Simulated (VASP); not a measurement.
Input of a VASP 6.6.1 run:

The input INCAR:

```
PREC = Accurate
ENCUT = 700
EDIFF = 1E-6
ISMEAR = -1
SIGMA = 0.05
LREAL = False
LASPH = True
NELM = 200
ALGO = Normal
ISIF = 2
LWAVE = False
LCHARG = False
ISPIN = 2
MAGMOM = 1 0
LORBIT = 11
LMAXMIX = 4
GGA = B5
ALDAX = 1.0
AGGAX = 1.0
AGGAC = 1.0
ALDAC = 0.0
IVDW = 12
NBANDS = 23
VDW_S6 = 1.0
VDW_S8 = 2.6996
VDW_A1 = 0.4298
VDW_A2 = 4.2359
GGA_COMPAT = False
```

KPOINTS

```
regular mesh
0
Gamma
  11 11 11
```

File POSCAR:

```
NiO
1.0
    0.0000000000      2.0719018797      2.0719018797
    2.0719018797      0.0000000000      2.0719018797
    2.0719018797      2.0719018797      0.0000000000
Ni O
1 1
Direct
    0.0000000000      0.0000000000      0.0000000000
    0.5000000000      0.5000000000      0.5000000000
```

Potentials or basis: VASP PAW PBE potentials, release 64 (Ni_sv_GW, O).

Run with:

```sh
$ cat potpaw_PBE.64/Ni_sv_GW/POTCAR potpaw_PBE.64/O/POTCAR > POTCAR
$ mpirun -np 1 vasp_std > vasp.out
```

What does it give for the pressure?

11.0 GPa.

What does it give for the dispersion energy per atom?

-0.579 eV.

Predict the net moment.

1.59 μB per cell.

Caveat: the cell stands under pressure; the PAW data sets were made with another functional, which shifts forces and pressure a little; a cell with one magnetic atom can't hold antiferromagnetic order, which such compounds often take.
